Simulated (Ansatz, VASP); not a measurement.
**One calculation of MoS, two programs**

```xyz
4
Lattice="3.1431 0.0000 0.0000 -1.5716 2.7220 0.0000 0.0000 0.0000 21.2833" Properties=species:S:1:pos:R:3 pbc="T T T"
Mo    1.5716    0.9073    7.5000
Mo    0.0000    1.8147   13.7833
S     0.0000    1.8147    9.0579
S     0.0000    0.0000   12.2249
```

Alike in both runs: task single point; functional PBEsol; k mesh 9 × 9 × 1; occupations gaussian, width 0.05 eV; no spin polarisation.

|  | VASP | Ansatz |
| --- | --- | --- |
| version | VASP 6.6.1 | Ansatz 0.2.0 |
| potentials or method | VASP PAW PBE potentials, release 64 (Mo_sv, S), cutoff 520 eV | scalar-relativistic, plane waves, PAW |
| valence electrons in the cell | 40 | 40 |

Ansatz gave:

```
gap on the k mesh at the Fermi level (eV) : none
rms of the force components (eV/Å)        : 0.689
```

Q: Estimate VASP's values.

A: gap on the k mesh at the Fermi level (eV): none; rms of the force components (eV/Å): 0.686.

VASP's potentials were made for PBE, not for PBEsol. A gap of «none» marks a metal or a gap that the smearing closes.
